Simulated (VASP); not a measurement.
# Si2W (I4/mmm) in VASP: a series of runs

The runs below take Si2W through single point, with LDA.

Program: VASP 6.6.1. These are calculated values, not measurements. Logs are shortened: lines on timing, memory, paths and dates and some standing lists are left out, and cuts for length are marked.

## Step 1: The cell of the first run

It takes space group I4/mmm (No. 139, tetragonal). Conventional cell: a = 3.339 Å, b = 3.339 Å, c = 6.792 Å, α = 90.00°, β = 90.00°, γ = 90.00°. Si (site symmetry 4mm) has 5 Si at 2.25 to 2.63 Å and 5 W at 2.27 to 2.61 Å within 3.0 Å. W (site symmetry 4/mmm) has 10 Si at 2.27 to 2.61 Å within 3.0 Å.

## Step 2: Single point, LDA (12.62 Å³/atom)

INCAR reads:

```
SYSTEM = Si2W
ALGO = Normal ; EDIFF = 1E-7
ENCUT = 520 ; ISIF = 2
ISMEAR = 0 ; LASPH = .TRUE.
LCHARG = .FALSE. ; LREAL = .FALSE.
LWAVE = .FALSE. ; NBANDS = 18
NELM = 80 ; PREC = Accurate
SIGMA = 0.15
```

KPOINTS reads:

```
k-points
0
G
  20 20 20
  0 0 0
```

POSCAR reads:

```
Si2W
1.0
   -1.6695847835      1.6695847835      3.3957684911
    1.6695847835     -1.6695847835      3.3957684911
    1.6695847835      1.6695847835     -3.3957684911
Si W
2 1
Direct
    0.3346644983      0.3346644983      0.0000000000
    0.6653355017      0.6653355017      0.0000000000
    0.0000000000      0.0000000000      0.0000000000
```

Potentials or basis: VASP PAW LDA potentials, release 64 (Si, W_sv).

Launch:

```sh
> cat potpaw_LDA.64/Si/POTCAR potpaw_LDA.64/W_sv/POTCAR > POTCAR
> mpirun -np 1 vasp_std > vasp.out
```

OUTCAR:

```text
SYSTEM = Si2W
   EDIFF = 1E-7
   ENCUT = 520
   ISIF = 2
   ISMEAR = 0
   LASPH = .TRUE.
   LREAL = .FALSE.
   NELM = 80
   PREC = Accurate

 ion  position               nearest neighbor table
   1  0.335  0.335  0.000-   2 2.25   3 2.27   3 2.61   3 2.61   3 2.61   3 2.61   2 2.63   2 2.63
                             2 2.63   2 2.63
   2  0.665  0.665  0.000-   1 2.25   3 2.27   3 2.61   3 2.61   3 2.61   3 2.61   1 2.63   1 2.63
                             1 2.63   1 2.63
   3  0.000  0.000  0.000-   1 2.27   2 2.27   2 2.61   1 2.61   2 2.61   2 2.61   2 2.61   1 2.61
                             1 2.61   1 2.61

  LATTYP: Found a body centered tetragonal cell.
 ALAT       =     3.3391695670
 C/A-ratio  =     2.0339000000

  Lattice vectors:

 A1 = (  -1.6695847835,   1.6695847835,   3.3957684911)
 A2 = (   1.6695847835,  -1.6695847835,   3.3957684911)
 A3 = (   1.6695847835,   1.6695847835,  -3.3957684911)

Analysis of symmetry for initial positions (statically):
=====================================================================
 Subroutine PRICEL returns:
 Original cell was already a primitive cell.

 Routine SETGRP: Setting up the symmetry group for a
 body centered tetragonal supercell.

 Subroutine GETGRP returns: Found 16 space group operations
 (whereof 16 operations were pure point group operations)
 out of a pool of 16 trial point group operations.

The static configuration has the point symmetry D_4h.

Analysis of symmetry for dynamics (positions and initial velocities):
=====================================================================
 Subroutine PRICEL returns:
 Original cell was already a primitive cell.

 Routine SETGRP: Setting up the symmetry group for a
 body centered tetragonal supercell.

 Subroutine GETGRP returns: Found 16 space group operations
 (whereof 16 operations were pure point group operations)
 out of a pool of 16 trial point group operations.

The dynamic configuration has the point symmetry D_4h.

 Subroutine INISYM returns: Found 16 space group operations
 (whereof 16 operations are pure point group operations),
 and found     1 'primitive' translations

----------------------------------------------------------------------------------------

                                     Primitive cell

  volume of cell :      37.8630

  direct lattice vectors                    reciprocal lattice vectors
    -1.669584783  1.669584783  3.395768491     0.000000000  0.299475657  0.147242075
     1.669584783 -1.669584783  3.395768491     0.299475657  0.000000000  0.147242075
     1.669584783  1.669584783 -3.395768491     0.299475657  0.299475657  0.000000000

  length of vectors
     4.135972720  4.135972720  4.135972720     0.333715295  0.333715295  0.423522536

  position of ions in fractional coordinates (direct lattice)
     0.334664498  0.334664498  0.000000000
     0.665335502  0.665335502  0.000000000
     0.000000000  0.000000000  0.000000000

  ion indices of the primitive-cell ions
   primitive index   ion index
                 1           1
                 2           2
                 3           3

----------------------------------------------------------------------------------------

 KPOINTS: k-points

Automatic generation of k-mesh.
 Grid dimensions read from file:
 generate k-points for:   20   20   20

 Generating k-lattice:

  Cartesian coordinates                     Fractional coordinates (reciprocal lattice)
     0.000000000  0.014973783  0.007362104     0.050000000  0.000000000  0.000000000
     0.014973783  0.000000000  0.007362104     0.000000000  0.050000000  0.000000000
     0.014973783  0.014973783  0.000000000     0.000000000  0.000000000  0.050000000

  Length of vectors
     0.016685765  0.016685765  0.021176127

  Shift w.r.t. Gamma in fractional coordinates (k-lattice)
     0.000000000  0.000000000  0.000000000

 Subroutine IBZKPT returns following result:
 ===========================================

 Found    641 irreducible k-points:

 Following reciprocal coordinates:
            Coordinates               Weight
  0.000000  0.000000  0.000000      1.000000
  0.050000  0.000000 -0.000000      8.000000
  0.100000  0.000000  0.000000      8.000000
  0.150000 -0.000000  0.000000      8.000000
  0.200000  0.000000  0.000000      8.000000
  0.250000  0.000000  0.000000      8.000000
[... 16 lines left out ...]
 -0.400000  0.050000  0.000000     16.000000
 -0.350000  0.050000  0.000000     16.000000
 [... further k-points ...]
   k-points           NKPTS =    641   k-points in BZ     NKDIM =    641   number of bands    NBANDS=     18
   number of dos      NEDOS =    301   number of ions     NIONS =      3
   total plane-waves  NPLWV =  32768
   dimension x,y,z NGX =    32 NGY =   32 NGZ =   32
   dimension x,y,z NGXF=    64 NGYF=   64 NGZF=   64
   ions per type =               2   1
   NGX,Y,Z   is equivalent  to a cutoff of  12.86, 12.86, 12.86 a.u.
   NGXF,Y,Z  is equivalent  to a cutoff of  25.72, 25.72, 25.72 a.u.
 SYSTEM =  Si2W
   PREC   = accura    normal or accurate (medium, high low for compatibility)
   ISTART =      0    job   : 0-new  1-cont  2-samecut
   ICHARG =      2    charge: 1-file 2-atom 10-const
   ISPIN  =      1    spin polarized calculation?
   LNONCOLLINEAR =      F non collinear calculations
   LSORBIT =      F    spin-orbit coupling
   LASPH  =      T    aspherical Exc in radial PAW
   ENCUT  =  520.0 eV  38.22 Ry    6.18 a.u.   7.69  7.69  7.69*2*pi/ulx,y,z
   NELM   =     80;   NELMIN=  2; NELMDL= -5     # of ELM steps
   EDIFF  = 0.1E-06   stopping-criterion for ELM
   LREAL  =      F    real-space projection
   EDIFFG = 0.1E-05   stopping-criterion for IOM
   NSW    =      0    number of steps for IOM
   IBRION =     -1    ionic relax: 0-MD 1-quasi-New 2-CG
   NFREE  =      0    steps in history (QN), initial steepest desc. (CG)
   ISIF   =      2    stress and relaxation
   ISYM   =      2    0-nonsym 1-usesym 2-fastsym
   POTIM  = 0.5000    time-step for ionic-motion
   TEBEG  =    0.0;   TEEND  =   0.0 temperature during run
   PSTRESS=    0.0 pullay stress
   NELECT =      22.0000    total number of electrons
   NUPDOWN=      -1.0000    fix difference up-down
   EMIN   =  10.00;   EMAX   =-10.00  energy-range for DOS
   EFERMI =   0.00;   METHOD = LEGACY
   ISMEAR =     0;   SIGMA  =   0.15  broadening in eV -4-tet -1-fermi 0-gaus
   EFERMI_NEDOS =   21; number of points for ismear=-14 and -15
   IALGO  =     38    algorithm
   IMIX   =      4    mixing-type and parameters
     AMIX     =   0.40;   BMIX     =  1.00
     AMIX_MAG =   1.60;   BMIX_MAG =  1.00
  volume/ion in A,a.u.               =      12.62        85.17
  Fermi-wavevector in a.u.,A,eV,Ry     =   1.366084  2.581524 25.390993  1.866185
  Thomas-Fermi vector in A             =   2.492256
   LORBIT       =      0    0 simple, 1 ext, 2 COOP (PROOUT), +10 PAW based schemes
   GGA     = CA    functional components
   LHFCALC =     F    Hartree Fock is set to
   AEXX    =    0.0000 exact exchange contribution
   IVDW    =     0    specifies the selected vdW correction
   LEPSILON=     F    determine dielectric tensor
   LRPA    =     F    only Hartree local field effects (RPA)
 non-spin polarized calculation
 Gauss-broadening in eV      SIGMA  =   0.15
  energy-cutoff  :      520.00
  volume of cell :       37.86
 maximum number of plane-waves:      1036
   NGX = 15   NGY = 15   NGZ = 15

 number of electron      22.0000003 magnetization

 Free energy of the ion-electron system (eV)
  ---------------------------------------------------
  ext. energy  EPLUGINS =         0.00000000
  ---------------------------------------------------
  free energy    TOTEN  =       -25.74149198 eV

  energy without entropy =      -25.73653977  energy(sigma->0) =      -25.73901588

 E-fermi :  12.7062     XC(G=0): -12.9165

 val. band max:       12.6987455900   @ k =  -0.4000   0.4500   0.3000
 cond. band min:      12.7228020052   @ k =  -0.4000  -0.4500   0.4000
 fundamental gap:      0.0240564152
 Fermi energy:        12.7061500734

 k-point     1 :       0.0000    0.0000    0.0000
  band No.  band energies     occupation
      1     -60.4180      2.00000
      2     -25.0701      2.00000
      3     -25.0701      2.00000
      4     -25.0252      2.00000
      5      -1.7185      2.00000
      6       6.0311      2.00000
[... 10 lines left out ...]
     17      20.0068      0.00000
     18      20.0068      0.00000

 k-point     2 :       0.0500    0.0000   -0.0000
  band No.  band energies     occupation
      1     -60.4179      2.00000
      2     -25.0741      2.00000
      3     -25.0698      2.00000
      4     -25.0254      2.00000
      5      -1.6704      2.00000
      6       6.0329      2.00000
[... 10 lines left out ...]
     17      19.9490      0.00000
     18      20.0941      0.00000

 k-point     3 :       0.1000    0.0000    0.0000
  band No.  band energies     occupation
      1     -60.4175      2.00000
      2     -25.0858      2.00000
      3     -25.0690      2.00000
      4     -25.0259      2.00000
      5      -1.5269      2.00000
      6       6.0284      2.00000
[... 10 lines left out ...]
     17      19.7722      0.00000
     18      20.3028      0.00000

 k-point     4 :       0.1500   -0.0000    0.0000
  band No.  band energies     occupation
      1     -60.4169      2.00000
      2     -25.1039      2.00000
      3     -25.0676      2.00000
      4     -25.0267      2.00000
      5      -1.2907      2.00000
      6       5.9798      2.00000
[... 10 lines left out ...]
     17      19.4837      0.00000
     18      20.5542      0.00000

 k-point     5 :       0.2000    0.0000    0.0000
  band No.  band energies     occupation
      1     -60.4162      2.00000
      2     -25.1267      2.00000
      3     -25.0659      2.00000
      4     -25.0277      2.00000
      5      -0.9662      2.00000
      6       5.8104      2.00000
[... 10 lines left out ...]
     17      19.1850      0.00000
     18      20.8377      0.00000

 k-point     6 :       0.2500    0.0000    0.0000
  band No.  band energies     occupation
      1     -60.4154      2.00000
      2     -25.1519      2.00000
      3     -25.0640      2.00000
      4     -25.0287      2.00000
      5      -0.5595      2.00000
      6       5.4549      2.00000
[... 10 lines left out ...]
     17      19.2252      0.00000
     18      21.2214      0.00000

 k-point     7 :       0.3000   -0.0000    0.0000
  band No.  band energies     occupation
      1     -60.4146      2.00000
      2     -25.1769      2.00000
      3     -25.0621      2.00000
      4     -25.0298      2.00000
      5      -0.0784      2.00000
      6       4.9477      2.00000
[... 10 lines left out ...]
     17      19.7130      0.00000
     18      21.7203      0.00000

 k-point     8 :       0.3500    0.0000   -0.0000
  band No.  band energies     occupation
      1     -60.4139      2.00000
      2     -25.1994      2.00000
      3     -25.0604      2.00000
      4     -25.0307      2.00000
      5       0.4678      2.00000
      6       4.3556      2.00000
[... 10 lines left out ...]
     17      20.2121      0.00000
     18      21.8241      0.00000
[... 229 lines left out ...]
     17      20.4671      0.00000
     18      21.3012      0.00000

 k-point    20 :       0.4500    0.0500    0.0000
  band No.  band energies     occupation
      1     -60.4129      2.00000
      2     -25.2280      2.00000
      3     -25.0620      2.00000
      4     -25.0321      2.00000
      5       1.8701      2.00000
      6       2.9288      2.00000
[... 10 lines left out ...]
     17      20.5587      0.00000
     18      20.9889      0.00000

 k-point    21 :       0.5000    0.0500    0.0000
  band No.  band energies     occupation
      1     -60.4128      2.00000
      2     -25.2318      2.00000
      3     -25.0616      2.00000
      4     -25.0317      2.00000
      5       2.2416      2.00000
      6       2.5583      2.00000
[... 10 lines left out ...]
     17      20.6273      0.00000
     18      20.9665      0.00000

 k-point    22 :      -0.4500    0.0500    0.0000
  band No.  band energies     occupation
      1     -60.4129      2.00000
      2     -25.2278      2.00000
      3     -25.0619      2.00000
      4     -25.0310      2.00000
      5       1.5982      2.00000
      6       3.2204      2.00000
[... 10 lines left out ...]
     17      20.6680      0.00000
     18      21.2725      0.00000

 k-point    23 :      -0.4000    0.0500    0.0000
  band No.  band energies     occupation
      1     -60.4133      2.00000
      2     -25.2163      2.00000
      3     -25.0627      2.00000
      4     -25.0300      2.00000
      5       0.9701      2.00000
      6       3.8880      2.00000
[... 10 lines left out ...]
     17      20.6869      0.00000
     18      21.6051      0.00000

 k-point    24 :      -0.3500    0.0500    0.0000
  band No.  band energies     occupation
      1     -60.4138      2.00000
      2     -25.1985      2.00000
      3     -25.0640      2.00000
      4     -25.0289      2.00000
      5       0.3840      2.00000
      6       4.5372      2.00000
[... 10 lines left out ...]
     17      20.4583      0.00000
     18      21.3693      0.00000

 [... further k-points ...]

------------------------ aborting loop because EDIFF is reached ----------------------------------------

  FORCE on cell =-STRESS in cart. coord.  units (eV):
  Direction    XX          YY          ZZ          XY          YZ          ZX
  --------------------------------------------------------------------------------------
  -------------------------------------------------------------------------------------
  Total       -2.3149003     -2.3149003     23.7703737      0.0000000      0.0000000     -0.0000000
  in kB      -97.9552816    -97.9552816   1005.8461807      0.0000000      0.0000000     -0.0000000
  external PRESSURE =     269.9785392 kB  Pullay stress =       0.0000000 kB

 VOLUME and BASIS-vectors are now :
 -----------------------------------------------------------------------------
  energy-cutoff  :      520.00
  volume of cell :       37.86
      direct lattice vectors                 reciprocal lattice vectors
    -1.669584783  1.669584783  3.395768491     0.000000000  0.299475657  0.147242075
     1.669584783 -1.669584783  3.395768491     0.299475657  0.000000000  0.147242075
     1.669584783  1.669584783 -3.395768491     0.299475657  0.299475657  0.000000000

 POSITION                                       TOTAL-FORCE (eV/Angst)
 -----------------------------------------------------------------------------------
      0.00000      0.00000      2.27289         0.000000      0.000000      0.620458
      0.00000      0.00000      4.51865        -0.000000     -0.000000     -0.620458
      0.00000      0.00000      0.00000        -0.000000     -0.000000     -0.000000
 -----------------------------------------------------------------------------------
    total drift:                               -0.000000      0.000000      0.000000

  FREE ENERGIE OF THE ION-ELECTRON SYSTEM (eV)
  ---------------------------------------------------
  free  energy   TOTEN  =       -25.7414919820 eV

  energy  without entropy=      -25.7365397705  energy(sigma->0) =      -25.73901588
```

It took 2.1 min on 1 thread of Intel Xeon 6975P-C (Granite Rapids), shared host; peak memory 0.48 GiB.

What came out:

```
Free energy            : -25.7415 eV
Pressure               : 27.0 GPa
Largest force          : 0.620 eV/Å
Band gap on the k mesh : zero (bands 11 and 12 overlap by 0.74 eV)
```

Forces in eV/Å, atoms in the order of the input:
```
Si   0.000  0.000  0.620
Si   0.000  0.000 -0.620
W    0.000  0.000  0.000
```

Stress tensor (GPa, compression positive):
```
 -9.80   0.00   0.00
  0.00  -9.80   0.00
  0.00   0.00 100.58
```

Caveat: the stress differs along the axes, from -10 to 101 GPa; spin-orbit coupling is left out, which moves the levels of the heavy elements.

## Step 3: Single point, LDA (12.62 Å³/atom)

INCAR reads:

```
ALGO     = Normal         # electronic algorithm
EDIFF    = 1E-7           # SCF threshold, eV
ENCUT    = 520            # plane-wave cutoff, eV
ISIF     = 2              # what is computed and relaxed
ISMEAR   = 0              # smearing method
LASPH    = True           # aspherical terms in the spheres
LCHARG   = False          # write CHGCAR
LREAL    = False          # projectors in reciprocal space
LWAVE    = False          # write WAVECAR
NBANDS   = 18             # bands
NELM     = 100            # most SCF steps
PREC     = Accurate       # precision mode
SIGMA    = 0.15           # smearing width, eV
```

KPOINTS reads:

```
k-points
0
Gamma
  20 20 20
```

POSCAR reads:

```
Si2W
1.0
   -1.6034242191      1.6034242191      3.6817826920
    1.6034242191     -1.6034242191      3.6817826920
    1.6034242191      1.6034242191     -3.6817826920
Si W
2 1
Direct
    0.3346644983      0.3346644983      0.0000000000
    0.6653355017      0.6653355017      0.0000000000
    0.0000000000      0.0000000000      0.0000000000
```

Potentials or basis: VASP PAW LDA potentials, release 64 (Si, W_sv).

Launch:

```sh
> cat potpaw_LDA.64/Si/POTCAR potpaw_LDA.64/W_sv/POTCAR > POTCAR
> mpirun -np 1 vasp_std > vasp.out
```

Run time: 2.3 min. Hardware: 1 thread of Intel Xeon 6975P-C (Granite Rapids), shared host; peak memory 0.48 GiB.

Results (log left out):

| Property | Result |
| --- | --- |
| Free energy | -27.1308 eV |
| Pressure | 14.3 GPa |
| Largest force | 0.059 eV/Å |
| Band gap on the k mesh | zero (bands 11 and 12 overlap by 0.98 eV) |

Forces on the atoms (eV/Å):
```
Si   0.000  0.000 -0.059
Si   0.000  0.000  0.059
W    0.000  0.000  0.000
```

Stress tensor (GPa, compression positive):
```
 2.84  0.00  0.00
 0.00  2.84  0.00
 0.00  0.00 37.24
```

Levels at points of the mesh, in eV from the Fermi level:
| k point | band 9 | band 10 | band 11 | band 12 | band 13 | band 14 |
| --- | --- | --- | --- | --- | --- | --- |
| (0.00, 0.00, 0.00) | -3.15 | -2.62 | 0.43 | 2.92 | 3.00 | 3.00 |
| (0.50, 0.00, 0.00) | -3.15 | -2.71 | -0.55 | 2.70 | 2.74 | 4.85 |
| (0.50, 0.50, 0.00) | -5.17 | -2.92 | -1.60 | 3.01 | 3.21 | 3.93 |
| (0.50, 0.50, 0.50) | -1.04 | -1.04 | -0.32 | -0.32 | 0.71 | 6.03 |

Caveat: the stress differs along the axes, from 3 to 37 GPa; spin-orbit coupling is left out, which moves the levels of the heavy elements.

The gap in the log of VASP goes by the Fermi energy; the results here count the filled bands.